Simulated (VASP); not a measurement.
# BN (P2_1/m) in VASP: further runs

The runs below take BN through single point, with LDA.

Everything below comes from runs of VASP 6.6.1. Logs are shortened: lines on timing, memory, paths and dates and some standing lists are left out, and cuts for length are marked.

## Step 1: The cell of the first run

The structure is monoclinic, space group P2_1/m (No. 11). Conventional cell: a = 2.504 Å, b = 6.661 Å, c = 2.504 Å, α = 90.00°, β = 120.00°, γ = 90.00°. B (site symmetry m) has 3 N at 1.45 Å within 1.9 Å. N (site symmetry m) has 3 B at 1.45 Å within 1.9 Å.

## Step 2: Single point, LDA (mode 4 (44.4 1/cm) frozen in, largest displacement +0.060 Å)

File INCAR:

```
SYSTEM = BN
PREC = Accurate
ENCUT = 520
EDIFF = 1E-7
ISMEAR = 0
SIGMA = 0.05
LREAL = .False.
LASPH = .True.
NELM = 60
ALGO = Normal
ISIF = 2
LWAVE = .False.
LCHARG = .True.
GGA = CA
LELF = .True.
LVHAR = .True.
NBANDS = 16
```

File KPOINTS:

```
Automatic mesh
0
Gamma
  12 12 4
  0 0 0
```

File POSCAR:

```
BN
1.0
    2.5039917043      0.0000000000      0.0000000000
   -1.2519958522      2.1685204268      0.0000000000
    0.0000000000      0.0000000000      6.6612000000
B N
2 2
Direct
    0.3600591824      0.6862313460      0.2500000000
    0.6399408176      0.3137686540      0.7500000000
    0.3066331771      0.6471207958      0.7500000000
    0.6933668229      0.3528792042      0.2500000000
```

Potentials or basis: VASP PAW LDA potentials, release 64 (B, N).

The run is started by

```sh
> cat potpaw_LDA.64/B/POTCAR potpaw_LDA.64/N/POTCAR > POTCAR
> mpirun -np 1 vasp_std > vasp.out
```

OUTCAR:

```text
SYSTEM = BN
   PREC = Accurate
   ENCUT = 520
   EDIFF = 1E-7
   ISMEAR = 0
   LREAL = .False.
   LASPH = .True.
   NELM = 60
   ISIF = 2
   GGA = CA

 ion  position               nearest neighbor table
   1  0.360  0.686  0.250-   4 1.45   4 1.45   4 1.45
   2  0.640  0.314  0.750-   3 1.45   3 1.45   3 1.45
   3  0.307  0.647  0.750-   2 1.45   2 1.45   2 1.45
   4  0.693  0.353  0.250-   1 1.45   1 1.45   1 1.45

  LATTYP: Found a hexagonal cell.
 ALAT       =     2.5039917043
 C/A-ratio  =     2.6602324555

  Lattice vectors:

 A1 = (   2.5039917043,   0.0000000000,   0.0000000000)
 A2 = (  -1.2519958522,   2.1685204268,   0.0000000000)
 A3 = (   0.0000000000,   0.0000000000,   6.6612000000)

Analysis of symmetry for initial positions (statically):
=====================================================================
 Subroutine PRICEL returns:
 Original cell was already a primitive cell.

 Routine SETGRP: Setting up the symmetry group for a
 hexagonal supercell.

 Subroutine GETGRP returns: Found  4 space group operations
 (whereof  2 operations were pure point group operations)
 out of a pool of 24 trial point group operations.

The static configuration has the point symmetry S_2 .
 The point group associated with its full space group is C_2h.

Analysis of symmetry for dynamics (positions and initial velocities):
=====================================================================
 Subroutine PRICEL returns:
 Original cell was already a primitive cell.

 Routine SETGRP: Setting up the symmetry group for a
 hexagonal supercell.

 Subroutine GETGRP returns: Found  4 space group operations
 (whereof  2 operations were pure point group operations)
 out of a pool of 24 trial point group operations.

The dynamic configuration has the point symmetry S_2 .
 The point group associated with its full space group is C_2h.

 Subroutine INISYM returns: Found  4 space group operations
 (whereof  2 operations are pure point group operations),
 and found     1 'primitive' translations

----------------------------------------------------------------------------------------

                                     Primitive cell

  volume of cell :      36.1700

  direct lattice vectors                    reciprocal lattice vectors
     2.503991704  0.000000000  0.000000000     0.399362345  0.230571958  0.000000000
    -1.251995852  2.168520427  0.000000000     0.000000000  0.461143915  0.000000000
     0.000000000  0.000000000  6.661200000     0.000000000  0.000000000  0.150123101

  length of vectors
     2.503991704  2.503991704  6.661200000     0.461143915  0.461143915  0.150123101

  position of ions in fractional coordinates (direct lattice)
     0.360059182  0.686231346  0.250000000
     0.639940818  0.313768654  0.750000000
     0.306633177  0.647120796  0.750000000
     0.693366823  0.352879204  0.250000000

  ion indices of the primitive-cell ions
   primitive index   ion index
                 1           1
                 2           2
                 3           3
                 4           4

----------------------------------------------------------------------------------------

 KPOINTS: Automatic mesh

Automatic generation of k-mesh.
 Grid dimensions read from file:
 generate k-points for:   12   12    4

 Generating k-lattice:

  Cartesian coordinates                     Fractional coordinates (reciprocal lattice)
     0.033280195  0.019214330  0.000000000     0.083333333 -0.000000000  0.000000000
     0.000000000  0.038428660  0.000000000     0.000000000  0.083333333  0.000000000
     0.000000000  0.000000000  0.037530775     0.000000000  0.000000000  0.250000000

  Length of vectors
     0.038428660  0.038428660  0.037530775

  Shift w.r.t. Gamma in fractional coordinates (k-lattice)
     0.000000000  0.000000000  0.000000000

 Subroutine IBZKPT returns following result:
 ===========================================

 Found    222 irreducible k-points:

 Following reciprocal coordinates:
            Coordinates               Weight
  0.000000  0.000000  0.000000      1.000000
  0.083333  0.000000  0.000000      2.000000
  0.000000  0.083333  0.000000      2.000000
 -0.083333  0.083333  0.000000      2.000000
  0.166667  0.000000  0.000000      2.000000
  0.000000  0.166667  0.000000      2.000000
[... 16 lines left out ...]
  0.166667  0.083333  0.000000      2.000000
 -0.083333  0.250000  0.000000      2.000000
 [... further k-points ...]
   k-points           NKPTS =    222   k-points in BZ     NKDIM =    222   number of bands    NBANDS=     16
   number of dos      NEDOS =    301   number of ions     NIONS =      4
   total plane-waves  NPLWV =  20000
   dimension x,y,z NGX =    20 NGY =   20 NGZ =   50
   dimension x,y,z NGXF=    40 NGYF=   40 NGZF=  100
   ions per type =               2   2
   NGX,Y,Z   is equivalent  to a cutoff of  13.28, 13.28, 12.48 a.u.
   NGXF,Y,Z  is equivalent  to a cutoff of  26.56, 26.56, 24.96 a.u.
 SYSTEM =  BN
   PREC   = accura    normal or accurate (medium, high low for compatibility)
   ISTART =      0    job   : 0-new  1-cont  2-samecut
   ICHARG =      2    charge: 1-file 2-atom 10-const
   ISPIN  =      1    spin polarized calculation?
   LNONCOLLINEAR =      F non collinear calculations
   LSORBIT =      F    spin-orbit coupling
   LASPH  =      T    aspherical Exc in radial PAW
   ENCUT  =  520.0 eV  38.22 Ry    6.18 a.u.   4.66  4.66 12.39*2*pi/ulx,y,z
   NELM   =     60;   NELMIN=  2; NELMDL= -5     # of ELM steps
   EDIFF  = 0.1E-06   stopping-criterion for ELM
   LREAL  =      F    real-space projection
   EDIFFG = 0.1E-05   stopping-criterion for IOM
   NSW    =      0    number of steps for IOM
   IBRION =     -1    ionic relax: 0-MD 1-quasi-New 2-CG
   NFREE  =      0    steps in history (QN), initial steepest desc. (CG)
   ISIF   =      2    stress and relaxation
   ISYM   =      2    0-nonsym 1-usesym 2-fastsym
   POTIM  = 0.5000    time-step for ionic-motion
   TEBEG  =    0.0;   TEEND  =   0.0 temperature during run
   PSTRESS=    0.0 pullay stress
   NELECT =      16.0000    total number of electrons
   NUPDOWN=      -1.0000    fix difference up-down
   EMIN   =  10.00;   EMAX   =-10.00  energy-range for DOS
   EFERMI =   0.00;   METHOD = LEGACY
   ISMEAR =     0;   SIGMA  =   0.05  broadening in eV -4-tet -1-fermi 0-gaus
   EFERMI_NEDOS =   21; number of points for ismear=-14 and -15
   IALGO  =     38    algorithm
   IMIX   =      4    mixing-type and parameters
     AMIX     =   0.40;   BMIX     =  1.00
     AMIX_MAG =   1.60;   BMIX_MAG =  1.00
  volume/ion in A,a.u.               =       9.04        61.02
  Fermi-wavevector in a.u.,A,eV,Ry     =   1.247379  2.357205 21.170055  1.555955
  Thomas-Fermi vector in A             =   2.381514
   LORBIT       =      0    0 simple, 1 ext, 2 COOP (PROOUT), +10 PAW based schemes
   GGA     = CA    functional components
   LHFCALC =     F    Hartree Fock is set to
   AEXX    =    0.0000 exact exchange contribution
   IVDW    =     0    specifies the selected vdW correction
   LEPSILON=     F    determine dielectric tensor
   LRPA    =     F    only Hartree local field effects (RPA)
 non-spin polarized calculation
 Gauss-broadening in eV      SIGMA  =   0.05
  energy-cutoff  :      520.00
  volume of cell :       36.17
 maximum number of plane-waves:       992
   NGX =  9   NGY =  9   NGZ = 25

 number of electron      16.0000002 magnetization

 Free energy of the ion-electron system (eV)
  ---------------------------------------------------
  ext. energy  EPLUGINS =         0.00000000
  ---------------------------------------------------
  free energy    TOTEN  =       -38.57134161 eV

  energy without entropy =      -38.57134161  energy(sigma->0) =      -38.57134161

 E-fermi :   2.3659     XC(G=0): -10.5012

 val. band max:        2.1596786199   @ k =  -0.2500  -0.4167   0.0000
 cond. band min:       6.0606169649   @ k =   0.0000   0.5000   0.0000
 fundamental gap:      3.9009383451
 Fermi energy:         2.3658690597

 k-point     1 :       0.0000    0.0000    0.0000
  band No.  band energies     occupation
      1     -15.4658      2.00000
      2     -15.1579      2.00000
      3      -4.1967      2.00000
      4      -2.0129      2.00000
      5       0.7786      2.00000
      6       0.7790      2.00000
[... 8 lines left out ...]
     15      14.4353      0.00000
     16      14.9771      0.00000

 k-point     2 :       0.0833    0.0000    0.0000
  band No.  band energies     occupation
      1     -15.3297      2.00000
      2     -15.0267      2.00000
      3      -4.0088      2.00000
      4      -1.8447      2.00000
      5       0.2315      2.00000
      6       0.2636      2.00000
[... 8 lines left out ...]
     15      14.4805      0.00000
     16      14.8862      0.00000

 k-point     3 :       0.0000    0.0833    0.0000
  band No.  band energies     occupation
      1     -15.3297      2.00000
      2     -15.0267      2.00000
      3      -4.0089      2.00000
      4      -1.8444      2.00000
      5       0.2303      2.00000
      6       0.2616      2.00000
[... 8 lines left out ...]
     15      14.4822      0.00000
     16      14.8877      0.00000

 k-point     4 :      -0.0833    0.0833    0.0000
  band No.  band energies     occupation
      1     -15.3297      2.00000
      2     -15.0267      2.00000
      3      -4.0088      2.00000
      4      -1.8445      2.00000
      5       0.2308      2.00000
      6       0.2621      2.00000
[... 8 lines left out ...]
     15      14.4805      0.00000
     16      14.8862      0.00000

 k-point     5 :       0.1667    0.0000    0.0000
  band No.  band energies     occupation
      1     -14.9282      2.00000
      2     -14.6402      2.00000
      3      -3.4513      2.00000
      4      -1.3500      2.00000
      5      -1.1624      2.00000
      6      -1.1260      2.00000
[... 8 lines left out ...]
     15      15.8527      0.00000
     16      15.9501      0.00000

 k-point     6 :       0.0000    0.1667    0.0000
  band No.  band energies     occupation
      1     -14.9284      2.00000
      2     -14.6401      2.00000
      3      -3.4517      2.00000
      4      -1.3488      2.00000
      5      -1.1678      2.00000
      6      -1.1230      2.00000
[... 8 lines left out ...]
     15      15.8660      0.00000
     16      15.9497      0.00000

 k-point     7 :      -0.1667    0.1667    0.0000
  band No.  band energies     occupation
      1     -14.9283      2.00000
      2     -14.6401      2.00000
      3      -3.4516      2.00000
      4      -1.3491      2.00000
      5      -1.1654      2.00000
      6      -1.1247      2.00000
[... 8 lines left out ...]
     15      15.8615      0.00000
     16      15.9464      0.00000

 k-point     8 :       0.2500    0.0000    0.0000
  band No.  band energies     occupation
      1     -14.2869      2.00000
      2     -14.0254      2.00000
      3      -2.9431      2.00000
      4      -2.8868      2.00000
      5      -2.5480      2.00000
      6      -0.8538      2.00000
[... 8 lines left out ...]
     15      17.1158      0.00000
     16      18.0141      0.00000

 k-point     9 :       0.0000    0.2500    0.0000
  band No.  band energies     occupation
      1     -14.2875      2.00000
      2     -14.0248      2.00000
      3      -2.9509      2.00000
      4      -2.8808      2.00000
      5      -2.5497      2.00000
      6      -0.8524      2.00000
[... 8 lines left out ...]
     15      17.1234      0.00000
     16      17.9974      0.00000
[... 172 lines left out ...]
 k-point    19 :       0.5000    0.5000    0.0000
  band No.  band energies     occupation
      1     -12.2365      2.00000
      2     -12.1592      2.00000
      3      -6.7504      2.00000
      4      -6.6749      2.00000
      5      -2.0370      2.00000
      6      -1.9749      2.00000
[... 8 lines left out ...]
     15      17.0066      0.00000
     16      20.3100      0.00000

 k-point    20 :       0.0833    0.0833    0.0000
  band No.  band energies     occupation
      1     -15.0608      2.00000
      2     -14.7676      2.00000
      3      -3.6360      2.00000
      4      -1.5127      2.00000
      5      -0.6689      2.00000
      6      -0.6442      2.00000
[... 8 lines left out ...]
     15      15.1364      0.00000
     16      16.0165      0.00000

 k-point    21 :      -0.0833    0.1667    0.0000
  band No.  band energies     occupation
      1     -15.0608      2.00000
      2     -14.7676      2.00000
      3      -3.6362      2.00000
      4      -1.5121      2.00000
      5      -0.6646      2.00000
      6      -0.6508      2.00000
[... 8 lines left out ...]
     15      15.1476      0.00000
     16      16.0183      0.00000

 k-point    22 :      -0.1667    0.0833    0.0000
  band No.  band energies     occupation
      1     -15.0608      2.00000
      2     -14.7677      2.00000
      3      -3.6360      2.00000
      4      -1.5128      2.00000
      5      -0.6688      2.00000
      6      -0.6432      2.00000
[... 8 lines left out ...]
     15      15.1292      0.00000
     16      16.0135      0.00000

 k-point    23 :       0.1667    0.0833    0.0000
  band No.  band energies     occupation
      1     -14.5383      2.00000
      2     -14.2656      2.00000
      3      -2.9046      2.00000
      4      -2.1440      2.00000
      5      -2.1119      2.00000
      6      -0.8717      2.00000
[... 8 lines left out ...]
     15      16.5821      0.00000
     16      17.0530      0.00000

 k-point    24 :      -0.0833    0.2500    0.0000
  band No.  band energies     occupation
      1     -14.5386      2.00000
      2     -14.2652      2.00000
      3      -2.9055      2.00000
      4      -2.1494      2.00000
      5      -2.1089      2.00000
      6      -0.8693      2.00000
[... 8 lines left out ...]
     15      16.6032      0.00000
     16      17.1429      0.00000

 [... further k-points ...]
[... 5 lines left out ...]
  --------------------------------------------------------------------------------------
  -------------------------------------------------------------------------------------
  Total       -1.3071024     -1.3336251     -0.1718221      0.0129947      0.0000000      0.0000000
  in kB      -57.8990339    -59.0738758     -7.6109806      0.5756086      0.0000000      0.0000000
  external PRESSURE =     -41.5279634 kB  Pullay stress =       0.0000000 kB

 VOLUME and BASIS-vectors are now :
 -----------------------------------------------------------------------------
  energy-cutoff  :      520.00
  volume of cell :       36.17
      direct lattice vectors                 reciprocal lattice vectors
     2.503991704  0.000000000  0.000000000     0.399362345  0.230571958  0.000000000
    -1.251995852  2.168520427  0.000000000     0.000000000  0.461143915  0.000000000
     0.000000000  0.000000000  6.661200000     0.000000000  0.000000000  0.150123101

 POSITION                                       TOTAL-FORCE (eV/Angst)
 -----------------------------------------------------------------------------------
      0.04243      1.48811      1.66530        -0.002616     -0.003338     -0.000000
      1.20957      0.68041      4.99590         0.002616      0.003338      0.000000
     -0.04239      1.40329      4.99590         0.006277      0.004292      0.000000
      1.29438      0.76523      1.66530        -0.006277     -0.004292      0.000000
 -----------------------------------------------------------------------------------
    total drift:                                0.000000      0.000000     -0.000000

  FREE ENERGIE OF THE ION-ELECTRON SYSTEM (eV)
  ---------------------------------------------------
  free  energy   TOTEN  =       -38.5713416142 eV

  energy  without entropy=      -38.5713416142  energy(sigma->0) =      -38.57134161
```

It took 66 s on 1 thread of Intel Xeon Platinum 8488C (Sapphire Rapids), shared host; peak memory 0.21 GiB.

Results:

```yaml
Free_energy: -38.5713 eV
Pressure: -4.2 GPa
Largest_force: 0.008 eV/Å
Band_gap_on_the_k_mesh: 3.90 eV, indirect (least direct gap 4.32 eV)
```

Forces in eV/Å, atoms in the order of the input:
```
B   -0.003 -0.003  0.000
B    0.003  0.003  0.000
N    0.006  0.004  0.000
N   -0.006 -0.004  0.000
```

Caveat: the cell differs from its parent crystal (mode 4 (44.4 1/cm) frozen in, largest displacement +0.060 Å).

## Step 3: Single point, LDA (mode 4 (44.4 1/cm) frozen in, largest displacement -0.030 Å)

File INCAR:

```
SYSTEM = BN
  PREC = Accurate
  ENCUT = 520
  EDIFF = 1E-7
  ISMEAR = 0
  SIGMA = 0.05
  LREAL = .False.
  LASPH = .True.
  NELM = 80
  ALGO = Normal
  ISIF = 2
  LWAVE = .False.
  LCHARG = .False.
  NBANDS = 16
```

File KPOINTS:

```
regular mesh
0
Gamma
  12 12 4
  0 0 0
```

File POSCAR:

```
BN
1.0
    2.5039917043      0.0000000000      0.0000000000
   -1.2519958522      2.1685204268      0.0000000000
    0.0000000000      0.0000000000      6.6612000000
B N
2 2
Direct
    0.3199704088      0.6568843270      0.2500000000
    0.6800295912      0.3431156730      0.7500000000
    0.3466834114      0.6764396021      0.7500000000
    0.6533165886      0.3235603979      0.2500000000
```

Potentials or basis: VASP PAW LDA potentials, release 64 (B, N).

The run is started by

```sh
> cat potpaw_LDA.64/B/POTCAR potpaw_LDA.64/N/POTCAR > POTCAR
> mpirun -np 1 vasp_std > vasp.out
```

It took 65 s on 1 thread of Intel Xeon Platinum 8488C (Sapphire Rapids), shared host; peak memory 0.2 GiB.

It converged, with:

* Free energy: -38.5719 eV
* Pressure: -4.2 GPa
* Band gap on the k mesh: 3.96 eV, indirect (least direct gap 4.37 eV)

Forces in eV/Å, atoms in the order of the input:
```
B    0.002  0.002  0.000
B   -0.002 -0.002  0.000
N   -0.002 -0.002  0.000
N    0.002  0.002  0.000
```

Stress tensor (GPa, compression positive):
```
-5.87 -0.03  0.00
-0.03 -5.81  0.00
 0.00  0.00 -0.78
```

Levels at points of the mesh, in eV from the valence-band top:
```tsv
k point	band 5	band 6	band 7	band 8	band 9	band 10	band 11	band 12
(0.00, 0.00, 0.00)	-1.36	-1.36	-1.33	-1.32	4.90	9.97	11.41	11.42
(0.50, 0.00, 0.00)	-4.18	-4.11	-1.51	-0.42	3.96	5.57	9.44	9.93
(0.00, 0.50, 0.00)	-4.18	-4.11	-1.47	-0.49	4.14	5.43	9.45	9.92
(0.50, 0.50, 0.00)	-4.18	-4.11	-1.49	-0.47	4.09	5.47	9.44	9.92
(0.00, 0.00, 0.50)	-1.34	-1.34	-1.34	-1.34	7.30	7.30	11.47	11.47
(0.50, 0.00, 0.50)	-4.15	-4.15	-0.95	-0.95	4.54	4.54	9.87	9.87
(0.00, 0.50, 0.50)	-4.15	-4.15	-0.95	-0.95	4.54	4.54	9.89	9.89
(0.50, 0.50, 0.50)	-4.15	-4.15	-0.95	-0.95	4.54	4.54	9.88	9.88
```

Caveat: the cell differs from its parent crystal (mode 4 (44.4 1/cm) frozen in, largest displacement -0.030 Å).
